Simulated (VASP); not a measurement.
# KAsH6 (R-3m) in VASP: notebook

KAsH6 is run at these levels: PBEsol; tasks: single point, relaxation of cell and atoms.

All numbers are computed with VASP 6.6.1; they aren't measurements. Logs are shortened: lines on timing, memory, paths and dates and some standing lists are left out, and cuts for length are marked.

**1. The cell of the first run**

The structure is trigonal, space group R-3m (No. 166). The conventional cell has a = 6.922 Å, b = 6.922 Å, c = 6.554 Å, α = 90.00°, β = 90.00°, γ = 120.00°. K (site symmetry -3m) has 12 H at 2.67 to 2.68 Å and 2 As at 3.28 Å within 3.5 Å. Within 2.2 Å of As (site symmetry -3m) lie 6 H at 1.63 Å. Within 2.2 Å of H (site symmetry m) lie 1 As at 1.63 Å.

**2. Single point, PBEsol**

INCAR reads:

```
SYSTEM = KAsH6
PREC     = Accurate       ! precision mode
ENCUT    = 520            ! plane-wave cutoff, eV
EDIFF    = 1E-7           ! SCF threshold, eV
ISMEAR   = -1             ! smearing method
SIGMA    = 0.03           ! smearing width, eV
LREAL    = .False.        ! projectors in reciprocal space
LASPH    = .True.         ! aspherical terms in the spheres
NELM     = 60             ! most SCF steps
ALGO     = Normal         ! electronic algorithm
ISIF     = 2              ! what is computed and relaxed
LWAVE    = .False.        ! write WAVECAR
LCHARG   = .False.        ! write CHGCAR
GGA      = PS             ! functional
NBANDS   = 20             ! bands
```

KPOINTS reads:

```
regular mesh
0
Gamma
  4 4 4
  0 0 0
```

POSCAR reads:

```
KAsH6
1.0
    3.4611566364      1.9982997157      2.1847277636
   -3.4611566364      1.9982997157      2.1847277636
    0.0000000000     -3.9965994314      2.1847277636
K As H
1 1 6
Direct
    0.5000000000      0.5000000000      0.5000000000
    0.0000000000      0.0000000000      0.0000000000
    0.9250965713      0.2557388879      0.2557388879
    0.2557388879      0.9250965713      0.2557388879
    0.2557388879      0.2557388879      0.9250965713
    0.0749034287      0.7442611121      0.7442611121
    0.7442611121      0.0749034287      0.7442611121
    0.7442611121      0.7442611121      0.0749034287
```

Potentials or basis: VASP PAW PBE potentials, release 64 (K_sv, As, H).

Run with:

```bash
$ cat potpaw_PBE.64/K_sv/POTCAR potpaw_PBE.64/As/POTCAR potpaw_PBE.64/H/POTCAR > POTCAR
$ mpirun -np 1 vasp_std > vasp.out
```

OUTCAR:

```text
SYSTEM = KAsH6
   PREC = Accurate
   ENCUT = 520
   EDIFF = 1E-7
   ISMEAR = -1
   LREAL = .False.
   LASPH = .True.
   NELM = 60
   ISIF = 2
   GGA = PS

 ion  position               nearest neighbor table
   1  0.500  0.500  0.500-   2 3.28   2 3.28
   2  0.000  0.000  0.000-   5 1.63   8 1.63   3 1.63   6 1.63   7 1.63   4 1.63   1 3.28   1 3.28

   3  0.925  0.256  0.256-   2 1.63
   4  0.256  0.925  0.256-   2 1.63
   5  0.256  0.256  0.925-   2 1.63
   6  0.075  0.744  0.744-   2 1.63
   7  0.744  0.075  0.744-   2 1.63
   8  0.744  0.744  0.075-   2 1.63

  LATTYP: Found a trigonal (rhomboedric) cell.
 ALAT       =     4.5547604126
 COS(alpha) =    -0.1548921486

  Lattice vectors:

 A1 = (   3.4611566364,   1.9982997157,   2.1847277636)
 A2 = (  -3.4611566364,   1.9982997157,   2.1847277636)
 A3 = (   0.0000000000,  -3.9965994314,   2.1847277636)

Analysis of symmetry for initial positions (statically):
=====================================================================
 Subroutine PRICEL returns:
 Original cell was already a primitive cell.

 Routine SETGRP: Setting up the symmetry group for a
 trigonal (rhombohedral) supercell.

 Subroutine GETGRP returns: Found 12 space group operations
 (whereof 12 operations were pure point group operations)
 out of a pool of 12 trial point group operations.

The static configuration has the point symmetry D_3d.

Analysis of symmetry for dynamics (positions and initial velocities):
=====================================================================
 Subroutine PRICEL returns:
 Original cell was already a primitive cell.

 Routine SETGRP: Setting up the symmetry group for a
 trigonal (rhombohedral) supercell.

 Subroutine GETGRP returns: Found 12 space group operations
 (whereof 12 operations were pure point group operations)
 out of a pool of 12 trial point group operations.

The dynamic configuration has the point symmetry D_3d.

 Subroutine INISYM returns: Found 12 space group operations
 (whereof 12 operations are pure point group operations),
 and found     1 'primitive' translations

----------------------------------------------------------------------------------------

                                     Primitive cell

  volume of cell :      90.6631

  direct lattice vectors                    reciprocal lattice vectors
     3.461156636  1.998299716  2.184727764     0.144460379  0.083404239  0.152574311
    -3.461156636  1.998299716  2.184727764    -0.144460379  0.083404239  0.152574311
     0.000000000 -3.996599431  2.184727764     0.000000000 -0.166808478  0.152574311

  length of vectors
     4.554760413  4.554760413  4.554760413     0.226061913  0.226061913  0.226061913

  position of ions in fractional coordinates (direct lattice)
     0.500000000  0.500000000  0.500000000
     0.000000000  0.000000000  0.000000000
     0.925096571  0.255738888  0.255738888
     0.255738888  0.925096571  0.255738888
     0.255738888  0.255738888  0.925096571
     0.074903429  0.744261112  0.744261112
     0.744261112  0.074903429  0.744261112
     0.744261112  0.744261112  0.074903429

  ion indices of the primitive-cell ions
   primitive index   ion index
                 1           1
                 2           2
                 3           3
                 4           4
                 5           5
                 6           6
                 7           7
                 8           8

----------------------------------------------------------------------------------------

 KPOINTS: regular mesh

Automatic generation of k-mesh.
 Grid dimensions read from file:
 generate k-points for:    4    4    4

 Generating k-lattice:

  Cartesian coordinates                     Fractional coordinates (reciprocal lattice)
     0.036115095  0.020851060  0.038143578     0.250000000 -0.000000000  0.000000000
    -0.036115095  0.020851060  0.038143578    -0.000000000  0.250000000  0.000000000
     0.000000000 -0.041702119  0.038143578     0.000000000  0.000000000  0.250000000

  Length of vectors
     0.056515478  0.056515478  0.056515478

  Shift w.r.t. Gamma in fractional coordinates (k-lattice)
     0.000000000  0.000000000  0.000000000

 Subroutine IBZKPT returns following result:
 ===========================================

 Found     13 irreducible k-points:

 Following reciprocal coordinates:
            Coordinates               Weight
  0.000000  0.000000  0.000000      1.000000
  0.250000 -0.000000 -0.000000      6.000000
  0.500000 -0.000000 -0.000000      3.000000
  0.250000  0.250000 -0.000000      6.000000
  0.500000  0.250000  0.000000     12.000000
 -0.250000  0.250000  0.000000      6.000000
  0.500000  0.500000 -0.000000      3.000000
  0.250000  0.250000  0.250000      2.000000
  0.500000  0.250000  0.250000      6.000000
 -0.250000  0.250000  0.250000      6.000000
  0.500000  0.500000  0.250000      6.000000
 -0.250000  0.500000  0.250000      6.000000
  0.500000  0.500000  0.500000      1.000000
   k-points           NKPTS =     13   k-points in BZ     NKDIM =     13   number of bands    NBANDS=     20
   number of dos      NEDOS =    301   number of ions     NIONS =      8
   total plane-waves  NPLWV =  46656
   dimension x,y,z NGX =    36 NGY =   36 NGZ =   36
   dimension x,y,z NGXF=    72 NGYF=   72 NGZF=   72
   ions per type =               1   1   6
   NGX,Y,Z   is equivalent  to a cutoff of  13.14, 13.14, 13.14 a.u.
   NGXF,Y,Z  is equivalent  to a cutoff of  26.28, 26.28, 26.28 a.u.
 SYSTEM =  KAsH6
   PREC   = accura    normal or accurate (medium, high low for compatibility)
   ISTART =      0    job   : 0-new  1-cont  2-samecut
   ICHARG =      2    charge: 1-file 2-atom 10-const
   ISPIN  =      1    spin polarized calculation?
   LNONCOLLINEAR =      F non collinear calculations
   LSORBIT =      F    spin-orbit coupling
   LASPH  =      T    aspherical Exc in radial PAW
   ENCUT  =  520.0 eV  38.22 Ry    6.18 a.u.   8.47  8.47  8.47*2*pi/ulx,y,z
   NELM   =     60;   NELMIN=  2; NELMDL= -5     # of ELM steps
   EDIFF  = 0.1E-06   stopping-criterion for ELM
   LREAL  =      F    real-space projection
   EDIFFG = 0.1E-05   stopping-criterion for IOM
   NSW    =      0    number of steps for IOM
   IBRION =     -1    ionic relax: 0-MD 1-quasi-New 2-CG
   NFREE  =      0    steps in history (QN), initial steepest desc. (CG)
   ISIF   =      2    stress and relaxation
   ISYM   =      2    0-nonsym 1-usesym 2-fastsym
   POTIM  = 0.5000    time-step for ionic-motion
   TEBEG  =    0.0;   TEEND  =   0.0 temperature during run
   PSTRESS=    0.0 pullay stress
   NELECT =      20.0000    total number of electrons
   NUPDOWN=      -1.0000    fix difference up-down
   EMIN   =  10.00;   EMAX   =-10.00  energy-range for DOS
   EFERMI =   0.00;   METHOD = LEGACY
   ISMEAR =    -1;   SIGMA  =   0.03  broadening in eV -4-tet -1-fermi 0-gaus
   EFERMI_NEDOS =   21; number of points for ismear=-14 and -15
   IALGO  =     38    algorithm
   IMIX   =      4    mixing-type and parameters
     AMIX     =   0.40;   BMIX     =  1.00
     AMIX_MAG =   1.60;   BMIX_MAG =  1.00
  volume/ion in A,a.u.               =      11.33        76.48
  Fermi-wavevector in a.u.,A,eV,Ry     =   0.989179  1.869276 13.312949  0.978474
  Thomas-Fermi vector in A             =   2.120759
   LORBIT       =      0    0 simple, 1 ext, 2 COOP (PROOUT), +10 PAW based schemes
   GGA     = PS    functional components
   LHFCALC =     F    Hartree Fock is set to
   AEXX    =    0.0000 exact exchange contribution
   IVDW    =     0    specifies the selected vdW correction
   LEPSILON=     F    determine dielectric tensor
   LRPA    =     F    only Hartree local field effects (RPA)
 non-spin polarized calculation
  energy-cutoff  :      520.00
  volume of cell :       90.66
 maximum number of plane-waves:      2467
 NGX is ok and might be reduce to    36
   NGX = 17   NGY = 17   NGZ = 17

 number of electron      19.9999997 magnetization

 Free energy of the ion-electron system (eV)
  ---------------------------------------------------
  ext. energy  EPLUGINS =         0.00000000
  ---------------------------------------------------
  free energy    TOTEN  =       -24.13602115 eV

  energy without entropy =      -24.13555660  energy(sigma->0) =      -24.13578887

 E-fermi :  -0.0623     XC(G=0):  -8.2825

 val. band max:       -0.2414882308   @ k =   0.5000   0.2500   0.0000
 cond. band min:       0.0308627731   @ k =   0.0000   0.0000   0.0000
 fundamental gap:      0.2723510039
 Fermi energy:        -0.0622593947

 k-point     1 :       0.0000    0.0000    0.0000
  band No.  band energies     occupation
      1     -29.2421      2.00000
      2     -12.9296      2.00000
      3     -12.7932      2.00000
      4     -12.7932      2.00000
      5     -12.4459      2.00000
      6      -4.6788      2.00000
[... 12 lines left out ...]
     19       9.1132      0.00000
     20       9.5870      0.00000

 k-point     2 :       0.2500   -0.0000   -0.0000
  band No.  band energies     occupation
      1     -29.2405      2.00000
      2     -13.1452      2.00000
      3     -12.8237      2.00000
      4     -12.7906      2.00000
      5     -12.0898      2.00000
      6      -5.3853      2.00000
[... 12 lines left out ...]
     19       9.0376      0.00000
     20      10.4896      0.00000
[... 212 lines left out ...]
      3     -12.8612      2.00000
      4     -12.8366      2.00000
      5     -11.8059      2.00000
      6      -5.6059      2.00000
[... 12 lines left out ...]
     19       9.2581      0.00000
     20       9.7680      0.00000

 k-point    13 :       0.5000    0.5000    0.5000
  band No.  band energies     occupation
      1     -29.2334      2.00000
      2     -13.1190      2.00000
      3     -12.8771      2.00000
      4     -12.8771      2.00000
      5     -11.7498      2.00000
      6      -5.3981      2.00000
[... 12 lines left out ...]
     19       9.6300      0.00000
     20       9.6300      0.00000

------------------------ aborting loop because EDIFF is reached ----------------------------------------

  FORCE on cell =-STRESS in cart. coord.  units (eV):
  Direction    XX          YY          ZZ          XY          YZ          ZX
  --------------------------------------------------------------------------------------
  -------------------------------------------------------------------------------------
  Total        0.1051239      0.1051239      0.1562725     -0.0000000     -0.0000000      0.0000000
  in kB        1.8577265      1.8577265      2.7616113     -0.0000000     -0.0000000      0.0000000
  external PRESSURE =       2.1590214 kB  Pullay stress =       0.0000000 kB

 VOLUME and BASIS-vectors are now :
 -----------------------------------------------------------------------------
  energy-cutoff  :      520.00
  volume of cell :       90.66
      direct lattice vectors                 reciprocal lattice vectors
     3.461156636  1.998299716  2.184727764     0.144460379  0.083404239  0.152574311
    -3.461156636  1.998299716  2.184727764    -0.144460379  0.083404239  0.152574311
     0.000000000 -3.996599431  2.184727764     0.000000000 -0.166808478  0.152574311

 POSITION                                       TOTAL-FORCE (eV/Angst)
 -----------------------------------------------------------------------------------
      0.00000      0.00000      3.27709         0.000000     -0.000000     -0.000000
      0.00000      0.00000      0.00000         0.000000     -0.000000     -0.000000
      2.31675      1.33758      3.13852        -0.031682     -0.018292      0.025132
     -2.31675      1.33758      3.13852         0.031682     -0.018292      0.025132
      0.00000     -2.67515      3.13852         0.000000      0.036583      0.025132
     -2.31675     -1.33758      3.41566         0.031682      0.018292     -0.025132
      2.31675     -1.33758      3.41566        -0.031682      0.018292     -0.025132
      0.00000      2.67515      3.41566         0.000000     -0.036583     -0.025132
 -----------------------------------------------------------------------------------
    total drift:                               -0.000000     -0.000000      0.000000

  FREE ENERGIE OF THE ION-ELECTRON SYSTEM (eV)
  ---------------------------------------------------
  free  energy   TOTEN  =       -24.1360211500 eV

  energy  without entropy=      -24.1355565963  energy(sigma->0) =      -24.13578887
```

Run time: 65 s. Hardware: 1 thread of AMD EPYC, shared host; peak memory 0.17 GiB.

Results:

- Free energy: -24.1360 eV
- Pressure: 0.2 GPa
- Largest force: 0.044 eV/Å
- Band gap on the k mesh: 0.27 eV (least direct gap 0.68 eV)

Forces on the atoms (eV/Å):
```
K    0.000  0.000  0.000
As   0.000  0.000  0.000
H   -0.032 -0.018  0.025
H    0.032 -0.018  0.025
H    0.000  0.037  0.025
H    0.032  0.018 -0.025
H   -0.032  0.018 -0.025
H    0.000 -0.037 -0.025
```

Stress tensor (GPa, compression positive):
```
0.19 0.00 0.00
0.00 0.19 0.00
0.00 0.00 0.28
```

Caveat: the PAW data sets were made with another functional, which shifts forces and pressure a little.

**3. Relaxation of cell and atoms, PBEsol**

This run uses another cell than the first one, of 14.13 Å³/atom.

INCAR reads:

```
  PREC = Accurate
  ENCUT = 600
  EDIFF = 1E-6
  ISMEAR = -1
  SIGMA = 0.03
  LREAL = F
  LASPH = T
  NELM = 100
  ALGO = Normal
  ISIF = 3
  LWAVE = F
  LCHARG = F
  GGA = PS
  IBRION = 2
  NSW = 100
  EDIFFG = -0.01
```

KPOINTS reads:

```
regular mesh
0
Gamma
  4 4 4
```

POSCAR reads:

```
KAsH6
1.0
    3.7012324600      2.1369075600      2.3824326600
   -3.7012324600      2.1369075600      2.3824326600
    0.0000000000     -4.2738151200      2.3824326600
K As H
1 1 6
Direct
    0.5000000000      0.5000000000      0.5000000000
    0.0000000000      0.0000000000      0.0000000000
    0.9399501200      0.2918228700      0.2918228700
    0.2918228700      0.9399501200      0.2918228700
    0.2918228700      0.2918228700      0.9399501200
    0.0600498800      0.7081771300      0.7081771300
    0.7081771300      0.0600498800      0.7081771300
    0.7081771300      0.7081771300      0.0600498800
```

Potentials or basis: VASP PAW PBE potentials, release 64 (K_sv, As, H).

Run with:

```bash
$ cat potpaw_PBE.64/K_sv/POTCAR potpaw_PBE.64/As/POTCAR potpaw_PBE.64/H/POTCAR > POTCAR
$ mpirun -np 1 vasp_std > vasp.out
```

Run time: 6.6 min. Hardware: 1 thread of AMD EPYC, shared host; peak memory 0.23 GiB.

It converged, with:

- Free energy: -24.1408 eV
- Relaxed volume: 11.44 Å³/atom
- Relaxed cell: a = 4.570 Å, b = 4.570 Å, c = 4.570 Å, α = 98.98°, β = 98.98°, γ = 98.98°
- Space group after relaxing (to 0.1 Å): R-3m (No. 166)
- Energy gained by relaxing: 289.4 meV/atom
- Ionic steps: 9
- Pressure after relaxing: -0.1 GPa
- Largest force after relaxing: 0.008 eV/Å
- Band gap on the k mesh: 0.26 eV (least direct gap 0.66 eV)

Forces in eV/Å, atoms in the order of the input:
```
K    0.000  0.000  0.000
As   0.000  0.000  0.000
H   -0.001 -0.001 -0.008
H    0.001 -0.001 -0.008
H    0.000  0.001 -0.008
H    0.001  0.001  0.008
H   -0.001  0.001  0.008
H    0.000 -0.001  0.008
```

The path:
| step | energy change (eV) | largest force (eV/Å) | pressure (GPa) | volume (Å³) |
| --- | --- | --- | --- | --- |
| 1 | 0.0000 | 1.5579 | -10.62 | 113.06 |
| 2 | -1.5977 | 1.2025 | -7.55 | 98.37 |
| 3 | -2.2387 | 0.2031 | 0.83 | 85.80 |
| 4 | -2.2383 | 0.2467 | 0.32 | 86.30 |
| 5 | -2.2602 | 0.1967 | 0.40 | 86.86 |
| 6 | -2.3001 | 0.0897 | 0.81 | 88.52 |
| 7 | -2.2627 | 0.4725 | 2.30 | 91.83 |
| 8 | -2.3047 | 0.1673 | 1.23 | 89.42 |
| 9 | -2.3152 | 0.0082 | -0.07 | 91.52 |

Final structure:
```xyz
8
Lattice="3.4748 2.0062 2.1881 -3.4748 2.0062 2.1881 0.0000 -4.0124 2.1881" Properties=species:S:1:pos:R:3 pbc="T T T"
K     0.0000    0.0000    3.2822
As    3.4748    2.0062    2.1881
H     2.3278    1.3440    3.1453
H    -2.3278    1.3440    3.1453
H     0.0000   -2.6879    3.1453
H    -2.3278   -1.3440    3.4192
H     2.3278   -1.3440    3.4192
H     0.0000    2.6879    3.4192
```

Levels at points of the mesh, in eV from the valence-band top:
| k point | band 7 | band 8 | band 9 | band 10 | band 11 | band 12 | band 13 | band 14 |
| --- | --- | --- | --- | --- | --- | --- | --- | --- |
| (0.00, 0.00, 0.00) | -4.37 | -4.37 | -0.41 | -0.41 | 0.26 | 5.31 | 5.31 | 6.93 |
| (0.50, 0.00, 0.00) | -4.53 | -4.33 | -0.09 | -0.05 | 2.87 | 4.46 | 4.72 | 5.44 |
| (0.50, 0.50, 0.00) | -4.99 | -4.16 | -1.50 | -0.03 | 3.14 | 5.33 | 5.50 | 5.96 |
| (0.50, 0.50, 0.50) | -4.96 | -4.96 | -1.37 | -1.37 | 4.48 | 5.83 | 6.95 | 6.95 |

Caveat: the volume moved by over 15 % at a fixed basis, so the end points are rough; the PAW data sets were made with another functional, which shifts forces and pressure a little.
